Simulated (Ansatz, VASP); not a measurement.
Nb2Si: VASP beside Ansatz

File INCAR:

```
SYSTEM = Nb2Si
  PREC = Accurate
  ENCUT = 600
  EDIFF = 1E-7
  ISMEAR = 0
  SIGMA = 0.1
  LREAL = .False.
  LASPH = .True.
  NELM = 100
  ALGO = Fast
  ISIF = 3
  LWAVE = .False.
  LCHARG = .False.
  GGA = PE
  IBRION = 2
  NSW = 100
  EDIFFG = -0.01
```

The input KPOINTS:

```
Automatic mesh
0
Gamma
  8 8 8
  0 0 0
```

Contents of POSCAR:

```
Nb2Si
1.0
    0.0000000000      3.7884273436      3.7884273436
    3.7884273436      0.0000000000      3.7884273436
    3.7884273436      3.7884273436      0.0000000000
Nb Si
4 2
Direct
    0.1250000000      0.1250000000      0.1250000000
    0.6250000000      0.1250000000      0.1250000000
    0.1250000000      0.1250000000      0.6250000000
    0.1250000000      0.6250000000      0.1250000000
    0.5000000000      0.5000000000      0.5000000000
    0.7500000000      0.7500000000      0.7500000000
```

Input for Ansatz:

```yaml
crystal:
  lattice:
    - [0.0, 3.7884273436, 3.7884273436]
    - [3.7884273436, 0.0, 3.7884273436]
    - [3.7884273436, 3.7884273436, 0.0]
  atoms:
    - { symbol: Nb, position: [0.125, 0.125, 0.125] }
    - { symbol: Nb, position: [0.625, 0.125, 0.125] }
    - { symbol: Nb, position: [0.125, 0.125, 0.625] }
    - { symbol: Nb, position: [0.125, 0.625, 0.125] }
    - { symbol: Si, position: [0.5, 0.5, 0.5] }
    - { symbol: Si, position: [0.75, 0.75, 0.75] }
basis:
  ecutwfc: 420
kpoints:
  mp_grid: { grid: [8, 8, 8] }
hamiltonian:
  xc: pbe
scf:
  occupations: { method: gaussian, width: 0.1 }
output:
  forces: true
  stress: true
  eigenvalues: true
relax:
  adjacent_minimum: "off"
  f_tol: 0.01
  max_steps: 80
  cell: { stress_tol: 0.05 }
```

Alike in both runs: task relaxation of cell and atoms; functional PBE; k mesh 8 × 8 × 8; occupations gaussian, width 0.1 eV; no spin polarisation.

|  | VASP | Ansatz |
| --- | --- | --- |
| version | VASP 6.6.1 | Ansatz 0.2.0 |
| potentials or method | VASP PAW PBE potentials, release 64 (Nb_sv, Si), cutoff 600 eV | scalar-relativistic, plane waves, PAW |
| valence electrons in the cell | 60 | 60 |

Ansatz gave:

| Quantity | Value |
| --- | --- |
| gap on the k mesh at the Fermi level, each at its own relaxed structure (eV) | none |
| relaxed volume (Å³/atom) | 18.12 |
| relaxed cell length with the largest relative difference (Å) | 5.357 |

**Question.** Which values does VASP return?

**Answer.** gap on the k mesh at the Fermi level, each at its own relaxed structure (eV): none; relaxed volume (Å³/atom): 18.09; relaxed cell length with the largest relative difference (Å): 5.354.

A gap of «none» marks a metal or a gap that the smearing closes.
